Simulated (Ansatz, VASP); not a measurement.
## KCl: VASP beside Ansatz

```
K Cl
1.0
     3.89330    0.00000    0.00000
     0.00000    3.89330    0.00000
     0.00000    0.00000    3.89330
K Cl
1 1
Direct
  0.00000 0.00000 0.00000
  0.50000 0.50000 0.50000
```

Alike in both runs: task single point; functional PBE; k mesh 6 × 6 × 6; no spin polarisation.

|  | VASP | Ansatz |
| --- | --- | --- |
| version | VASP 6.6.1 | Ansatz 0.2.0 |
| potentials or method | VASP PAW PBE potentials, release 64 (K_sv, Cl), cutoff 500 eV | scalar-relativistic, plane waves, PAW |
| occupations | tetrahedron | tetrahedron-uncorrected |
| valence electrons in the cell | 16 | 16 |

|  | VASP | Ansatz | Ansatz less VASP |
| --- | --- | --- | --- |
| gap on the k mesh at the Fermi level (eV) | 4.63 | 4.63 | +0.001 |
| pressure (GPa) | -0.8 | -0.8 | +0.01 |

Ansatz's warnings: band table not solved further.
